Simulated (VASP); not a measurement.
# Rh: single point with r2SCAN

Rh:

```xyz
1
Lattice="0.0000 1.9000 1.9000 1.9000 0.0000 1.9000 1.9000 1.9000 0.0000" Properties=species:S:1:pos:R:3 pbc="T T T"
Rh    0.0000    0.0000    0.0000
```

```
Program                : VASP 6.6.1
Task                   : single point
Functional             : r2SCAN
Potentials or basis    : VASP PAW PBE potentials, release 64 (Rh_sv_GW)
Cutoff                 : 680 eV
k mesh                 : 18 × 18 × 18
Occupations            : gaussian, width 0.1 eV
Spin                   : no spin polarisation
Dipole correction      : no
Further INCAR settings : ALGO = Normal; EDIFF = 1e-06; NBANDS = 14
```

```
Pressure               : 0.0 GPa
Band gap on the k mesh : zero (an odd number of electrons rules out a gap without spin polarisation)
```

Levels at points of the mesh, in eV from the Fermi level:
| k point | band 4 | band 5 | band 6 | band 7 | band 8 | band 9 | band 10 | band 11 | band 12 | band 13 |
| --- | --- | --- | --- | --- | --- | --- | --- | --- | --- | --- |
| (0.00, 0.00, 0.00) | -47.81 | -8.17 | -3.18 | -3.18 | -3.18 | -1.08 | -1.08 | 16.46 | 22.12 | 22.12 |
| (0.50, 0.00, 0.00) | -47.92 | -6.35 | -3.30 | -3.30 | 0.58 | 0.58 | 0.90 | 9.12 | 16.07 | 22.02 |
| (0.50, 0.50, 0.00) | -48.10 | -6.56 | -6.19 | 0.50 | 1.04 | 1.04 | 3.48 | 12.91 | 13.97 | 13.97 |

Run time: 2.5 min on 1 thread of Intel(R) Xeon(R) Platinum 8259CL CPU @ 2.50GHz (Skylake/Cascade Lake), on a shared host, peak memory 0.21 GiB.

Caveat: the PAW data sets were made with another functional, which shifts forces and pressure a little.
